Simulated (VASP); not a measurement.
Crystal: C.

```
C
1.0
     2.12732   -1.22828    0.00000
     2.12732    1.22828    0.00000
    -1.37907    0.00000    3.50283
C
2
Direct
  0.83336 0.83336 0.00009
  0.16664 0.16664 0.99991
```

- Program: VASP 6.6.1
- Task: relaxation of cell and atoms
- Functional: LDA
- Potentials or basis: VASP PAW LDA potentials, release 64 (C)
- Cutoff: 600 eV
- k mesh: 16 × 16 × 9
- Occupations: methfessel-paxton, width 0.1 eV
- Spin: no spin polarisation

At the start: pressure -3.8 GPa; volume 9.15 Å³/atom.

How do energy, volume and symmetry change on relaxing?

Over 7 steps the energy falls by 3.3 meV/atom and the volume is 8.76 Å³/atom (-4.3 %); space group R-3m (No. 166, to 0.1 Å) before and after.

Step by step:
```
step  energy change (eV)  largest force (eV/Å)  pressure (GPa)  volume (Å³)
   1              0.0000                0.0022           -3.80        18.31
   2              0.0107                0.0010            7.98        17.74
   3             -0.0026                0.0012           -0.37        18.13
   4             -0.0026                0.0012           -0.31        18.13
   5             -0.0031                0.0013           -0.21        18.07
   6             -0.0045                0.0089           -0.24        17.88
   7             -0.0067                0.0242           -0.11        17.52
```

Final structure:
```
CELL_PARAMETERS angstrom
2.11877 -1.22231 -0.00172
2.11877 1.22231 -0.00172
-1.37638 0.00000 3.38416
ATOMIC_POSITIONS crystal
C 0.83336 0.83336 0.99994
C 0.16664 0.16664 0.00006
```

Caveat: the relaxation stopped at a loose force limit of 0.05 eV/Å, so its end isn't a converged minimum.
